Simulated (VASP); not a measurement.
# Mg (Pm-3m) in VASP: further runs

Runs on Mg. Level: r2SCAN. Tasks: single point.

Everything below comes from runs of VASP 6.6.1. Logs are shortened: lines on timing, memory, paths and dates and some standing lists are left out, and cuts for length are marked.

### 1 The cell of the first run

It takes space group Pm-3m (No. 221, cubic). Conventional cell: a = 2.994 Å, b = 2.994 Å, c = 2.994 Å, α = 90.00°, β = 90.00°, γ = 90.00°. Within 3.9 Å of Mg (site symmetry m-3m) lie 6 Mg at 2.99 Å.

This isn't the form of Mg at room conditions, which is hcp.

### 2 Single point, r2SCAN (26.83 Å³/atom)

Contents of POSCAR:

```
Mg
1.0
    2.9936848011      0.0000000000      0.0000000000
    0.0000000000      2.9936848011      0.0000000000
    0.0000000000      0.0000000000      2.9936848011
Mg
1
Direct
    0.0000000000      0.0000000000      0.0000000000
```

Contents of INCAR.step1:

```
PREC = Accurate
ENCUT = 520
ISMEAR = -1
SIGMA = 0.1
LREAL = False
LASPH = True
NELM = 60
NBANDS = 7
GGA = PE
ALGO = Normal
EDIFF = 1E-4
LWAVE = True
LCHARG = False
```

Contents of INCAR.step2:

```
PREC = Accurate
ENCUT = 520
EDIFF = 1E-7
ISMEAR = -1
SIGMA = 0.1
LREAL = False
LASPH = True
NELM = 60
ALGO = Normal
ISIF = 2
LWAVE = False
LCHARG = False
METAGGA = R2SCAN
LMIXTAU = True
NBANDS = 7
ISTART = 1
```

Contents of KPOINTS:

```
regular mesh
0
Gamma
  12 12 12
```

Potentials or basis: VASP PAW PBE potentials, release 64 (Mg).

Launch:

```bash
cat potpaw_PBE.64/Mg/POTCAR > POTCAR
cp INCAR.step1 INCAR
mpirun -np 1 vasp_std > vasp.out
cp INCAR.step2 INCAR
mpirun -np 1 vasp_std > vasp.out
```

OUTCAR:

```text
PREC = Accurate
   ENCUT = 520
   EDIFF = 1E-7
   ISMEAR = -1
   LREAL = False
   LASPH = True
   NELM = 60
   ISIF = 2
   METAGGA = R2SCAN
   ISTART = 1

 ion  position               nearest neighbor table
   1  0.000  0.000  0.000-

  LATTYP: Found a simple cubic cell.
 ALAT       =     2.9936848011

  Lattice vectors:

 A1 = (   2.9936848011,   0.0000000000,   0.0000000000)
 A2 = (   0.0000000000,   2.9936848011,   0.0000000000)
 A3 = (   0.0000000000,   0.0000000000,   2.9936848011)

Analysis of symmetry for initial positions (statically):
=====================================================================
 Subroutine PRICEL returns:
 Original cell was already a primitive cell.

 Routine SETGRP: Setting up the symmetry group for a
 simple cubic supercell.

 Subroutine GETGRP returns: Found 48 space group operations
 (whereof 48 operations were pure point group operations)
 out of a pool of 48 trial point group operations.

The static configuration has the point symmetry O_h .

Analysis of symmetry for dynamics (positions and initial velocities):
=====================================================================
 Subroutine PRICEL returns:
 Original cell was already a primitive cell.

 Routine SETGRP: Setting up the symmetry group for a
 simple cubic supercell.

 Subroutine GETGRP returns: Found 48 space group operations
 (whereof 48 operations were pure point group operations)
 out of a pool of 48 trial point group operations.

The dynamic configuration has the point symmetry O_h .

 Subroutine INISYM returns: Found 48 space group operations
 (whereof 48 operations are pure point group operations),
 and found     1 'primitive' translations

----------------------------------------------------------------------------------------

                                     Primitive cell

  volume of cell :      26.8298

  direct lattice vectors                    reciprocal lattice vectors
     2.993684801  0.000000000  0.000000000     0.334036502  0.000000000  0.000000000
     0.000000000  2.993684801  0.000000000     0.000000000  0.334036502  0.000000000
     0.000000000  0.000000000  2.993684801     0.000000000  0.000000000  0.334036502

  length of vectors
     2.993684801  2.993684801  2.993684801     0.334036502  0.334036502  0.334036502

  position of ions in fractional coordinates (direct lattice)
     0.000000000  0.000000000  0.000000000

  ion indices of the primitive-cell ions
   primitive index   ion index
                 1           1

----------------------------------------------------------------------------------------

 KPOINTS: regular mesh

Automatic generation of k-mesh.
 Grid dimensions read from file:
 generate k-points for:   12   12   12

 Generating k-lattice:

  Cartesian coordinates                     Fractional coordinates (reciprocal lattice)
     0.027836375  0.000000000  0.000000000     0.083333333  0.000000000  0.000000000
     0.000000000  0.027836375  0.000000000     0.000000000  0.083333333  0.000000000
     0.000000000  0.000000000  0.027836375     0.000000000  0.000000000  0.083333333

  Length of vectors
     0.027836375  0.027836375  0.027836375

  Shift w.r.t. Gamma in fractional coordinates (k-lattice)
     0.000000000  0.000000000  0.000000000

 Subroutine IBZKPT returns following result:
 ===========================================

 Found     84 irreducible k-points:

 Following reciprocal coordinates:
            Coordinates               Weight
  0.000000  0.000000  0.000000      1.000000
  0.083333  0.000000  0.000000      6.000000
  0.166667  0.000000  0.000000      6.000000
  0.250000  0.000000  0.000000      6.000000
  0.333333  0.000000  0.000000      6.000000
  0.416667  0.000000  0.000000      6.000000
[... 16 lines left out ...]
  0.333333  0.333333  0.000000     12.000000
  0.416667  0.333333  0.000000     24.000000
 [... further k-points ...]
   k-points           NKPTS =     84   k-points in BZ     NKDIM =     84   number of bands    NBANDS=      7
   number of dos      NEDOS =    301   number of ions     NIONS =      1
   total plane-waves  NPLWV =  13824
   dimension x,y,z NGX =    24 NGY =   24 NGZ =   24
   dimension x,y,z NGXF=    48 NGYF=   48 NGZF=   48
   ions per type =               1
   NGX,Y,Z   is equivalent  to a cutoff of  13.33, 13.33, 13.33 a.u.
   NGXF,Y,Z  is equivalent  to a cutoff of  26.66, 26.66, 26.66 a.u.
 SYSTEM =  unknown system
   PREC   = accura    normal or accurate (medium, high low for compatibility)
   ISTART =      1    job   : 0-new  1-cont  2-samecut
   ICHARG =      0    charge: 1-file 2-atom 10-const
   ISPIN  =      1    spin polarized calculation?
   LNONCOLLINEAR =      F non collinear calculations
   LSORBIT =      F    spin-orbit coupling
   LASPH  =      T    aspherical Exc in radial PAW
   ENCUT  =  520.0 eV  38.22 Ry    6.18 a.u.   5.57  5.57  5.57*2*pi/ulx,y,z
   NELM   =     60;   NELMIN=  2; NELMDL=  0     # of ELM steps
   EDIFF  = 0.1E-06   stopping-criterion for ELM
   LREAL  =      F    real-space projection
   EDIFFG = 0.1E-05   stopping-criterion for IOM
   NSW    =      0    number of steps for IOM
   IBRION =     -1    ionic relax: 0-MD 1-quasi-New 2-CG
   NFREE  =      0    steps in history (QN), initial steepest desc. (CG)
   ISIF   =      2    stress and relaxation
   ISYM   =      2    0-nonsym 1-usesym 2-fastsym
   POTIM  = 0.5000    time-step for ionic-motion
   TEBEG  =    0.0;   TEEND  =   0.0 temperature during run
   PSTRESS=    0.0 pullay stress
   NELECT =       2.0000    total number of electrons
   NUPDOWN=      -1.0000    fix difference up-down
   EMIN   =  10.00;   EMAX   =-10.00  energy-range for DOS
   EFERMI =   0.00;   METHOD = LEGACY
   ISMEAR =    -1;   SIGMA  =   0.10  broadening in eV -4-tet -1-fermi 0-gaus
   EFERMI_NEDOS =   21; number of points for ismear=-14 and -15
   IALGO  =     38    algorithm
   IMIX   =      4    mixing-type and parameters
     AMIX     =   0.40;   BMIX     =  1.00
     AMIX_MAG =   1.60;   BMIX_MAG =  1.00
  volume/ion in A,a.u.               =      26.83       181.06
  Fermi-wavevector in a.u.,A,eV,Ry     =   0.688989  1.302000  6.458759  0.474705
  Thomas-Fermi vector in A             =   1.769946
   LORBIT       =      0    0 simple, 1 ext, 2 COOP (PROOUT), +10 PAW based schemes
   METAGGA = R2SCAN    functional components
   LHFCALC =     F    Hartree Fock is set to
   AEXX    =    0.0000 exact exchange contribution
   IVDW    =     0    specifies the selected vdW correction
   LEPSILON=     F    determine dielectric tensor
   LRPA    =     F    only Hartree local field effects (RPA)
 non-spin polarized calculation
  energy-cutoff  :      520.00
  volume of cell :       26.83
 maximum number of plane-waves:       739
 NGX is ok and might be reduce to    24
   NGX = 11   NGY = 11   NGZ = 11

 number of electron       2.0000000 magnetization

 Free energy of the ion-electron system (eV)
  ---------------------------------------------------
  ext. energy  EPLUGINS =         0.00000000
  ---------------------------------------------------
  free energy    TOTEN  =        -3.69263398 eV

  energy without entropy =       -3.67748835  energy(sigma->0) =       -3.68506116

 E-fermi :   1.7645     XC(G=0):  -8.5522

 val. band max:        1.6774315054   @ k =   0.5000   0.2500   0.2500
 cond. band min:       1.8600861293   @ k =   0.5000   0.3333   0.1667
 fundamental gap:      0.1826546239
 Fermi energy:         1.7645218107

 k-point     1 :       0.0000    0.0000    0.0000
  band No.  band energies     occupation
      1      -4.9173      2.00000
      2      10.6063      0.00000
      3      10.6063      0.00000
      4      12.2741      0.00000
      5      12.2741      0.00000
      6      12.2741      0.00000
      7      17.4007      0.00000

 k-point     2 :       0.0833    0.0000    0.0000
  band No.  band energies     occupation
      1      -4.7919      2.00000
      2       9.0576      0.00000
      3      10.7170      0.00000
      4      12.3789      0.00000
      5      12.3789      0.00000
      6      13.5102      0.00000
      7      17.9995      0.00000

 k-point     3 :       0.1667    0.0000    0.0000
  band No.  band energies     occupation
      1      -4.4165      2.00000
      2       6.8898      0.00000
      3      11.0442      0.00000
      4      12.6933      0.00000
      5      12.6933      0.00000
      6      14.7685      0.00000
      7      19.7364      0.00000

 k-point     4 :       0.2500    0.0000    0.0000
  band No.  band energies     occupation
      1      -3.7936      2.00000
      2       4.7837      0.00000
      3      11.5698      0.00000
      4      13.2182      0.00000
      5      13.2182      0.00000
      6      15.7334      0.00000
      7      20.7922      0.00000

 k-point     5 :       0.3333    0.0000    0.0000
  band No.  band energies     occupation
      1      -2.9276      2.00000
      2       2.8312      0.00005
      3      12.2441      0.00000
      4      13.9542      0.00000
      5      13.9542      0.00000
      6      16.6480      0.00000
      7      19.0163      0.00000
[... 161 lines left out ...]
 k-point    22 :       0.5000    0.2500    0.0000
  band No.  band energies     occupation
      1       0.5506      1.99999
      2       0.6273      1.99998
      3       8.8161      0.00000
      4       9.3423      0.00000
      5      16.8587      0.00000
      6      17.0453      0.00000
      7      18.2269      0.00000

 k-point    23 :       0.3333    0.3333    0.0000
  band No.  band energies     occupation
      1      -0.9712      2.00000
      2       4.1361      0.00000
      3       5.4280      0.00000
      4      10.3036      0.00000
      5      15.6006      0.00000
      6      17.1545      0.00000
      7      19.7385      0.00000

 k-point    24 :       0.4167    0.3333    0.0000
  band No.  band energies     occupation
      1       0.1112      2.00000
      2       2.8892      0.00003
      3       5.9707      0.00000
      4       8.6522      0.00000
      5      16.5093      0.00000
      6      18.1842      0.00000
      7      18.8068      0.00000

 [... further k-points ...]
[... 5 lines left out ...]
  --------------------------------------------------------------------------------------
  -------------------------------------------------------------------------------------
  Total       -0.0174844     -0.0174844     -0.0174844      0.0000000      0.0000000      0.0000000
  in kB       -1.0441003     -1.0441003     -1.0441003      0.0000000      0.0000000      0.0000000
  external PRESSURE =      -1.0441003 kB  Pullay stress =       0.0000000 kB

 VOLUME and BASIS-vectors are now :
 -----------------------------------------------------------------------------
  energy-cutoff  :      520.00
  volume of cell :       26.83
      direct lattice vectors                 reciprocal lattice vectors
     2.993684801  0.000000000  0.000000000     0.334036502  0.000000000  0.000000000
     0.000000000  2.993684801  0.000000000     0.000000000  0.334036502  0.000000000
     0.000000000  0.000000000  2.993684801     0.000000000  0.000000000  0.334036502

 POSITION                                       TOTAL-FORCE (eV/Angst)
 -----------------------------------------------------------------------------------
      0.00000      0.00000      0.00000         0.000000      0.000000      0.000000
 -----------------------------------------------------------------------------------
    total drift:                                0.000000     -0.000000     -0.000000

  FREE ENERGIE OF THE ION-ELECTRON SYSTEM (eV)
  ---------------------------------------------------
  free  energy   TOTEN  =        -3.6926339768 eV

  energy  without entropy=       -3.6774883464  energy(sigma->0) =       -3.68506116
```

Wall time 16 s (1 thread of Intel Xeon 6975P-C (Granite Rapids), shared host); peak memory 0.15 GiB.

Results:

| Item | Value |
| --- | --- |
| Free energy | -3.6926 eV |
| Pressure | -0.1 GPa |
| Band gap on the k mesh | zero (bands 1 and 2 overlap by 7.28 eV) |

Caveat: the PAW data sets were made with another functional, which shifts forces and pressure a little.

### 3 Single point, r2SCAN (27.90 Å³/atom)

This run uses another cell than the first one, of 27.90 Å³/atom.

Contents of POSCAR:

```
Mg
1.0
    3.0330799083      0.0000000000      0.0000000000
    0.0000000000      3.0330799083      0.0000000000
    0.0000000000      0.0000000000      3.0330799083
Mg
1
Direct
    0.0000000000      0.0000000000      0.0000000000
```

Contents of INCAR.step1:

```
  ALGO = Normal
  EDIFF = 1E-4
  ENCUT = 520
  GGA = PE
  ISMEAR = -1
  LASPH = T
  LCHARG = F
  LREAL = F
  LWAVE = T
  NBANDS = 7
  NELM = 60
  PREC = Accurate
  SIGMA = 0.1
```

Contents of INCAR.step2:

```
  ALGO = Normal
  EDIFF = 1E-6
  ENCUT = 520
  ISIF = 2
  ISMEAR = -1
  ISTART = 1
  LASPH = T
  LCHARG = F
  LMIXTAU = T
  LREAL = F
  LWAVE = F
  METAGGA = R2SCAN
  NBANDS = 7
  NELM = 60
  PREC = Accurate
  SIGMA = 0.1
```

Contents of KPOINTS:

```
k-points
0
Gamma
  12 12 12
```

Potentials or basis: VASP PAW PBE potentials, release 64 (Mg).

Launch:

```bash
cat potpaw_PBE.64/Mg/POTCAR > POTCAR
cp INCAR.step1 INCAR
mpirun -np 1 vasp_std > vasp.out
cp INCAR.step2 INCAR
mpirun -np 1 vasp_std > vasp.out
```

Run time: 16 s. Hardware: 1 thread of Intel Xeon 6975P-C (Granite Rapids), shared host; peak memory 0.15 GiB.

It converged, with:

```yaml
Free_energy: -3.6889 eV
Pressure: -1.0 GPa
Band_gap_on_the_k_mesh: zero (bands 1 and 2 overlap by 7.02 eV)
```

Levels at points of the mesh, in eV from the Fermi level:
```csv
k point,band 1,band 2,band 3,band 4,band 5,band 6
"(0.00, 0.00, 0.00)",-6.52,8.70,8.70,10.22,10.22,10.22
"(0.50, 0.00, 0.00)",-2.31,-2.10,11.28,13.85,13.85,14.03
"(0.50, 0.50, 0.00)",1.44,1.44,2.47,2.85,16.67,16.67
"(0.50, 0.50, 0.50)",4.92,4.92,4.92,6.09,6.09,6.09
```

Caveat: the PAW data sets were made with another functional, which shifts forces and pressure a little.
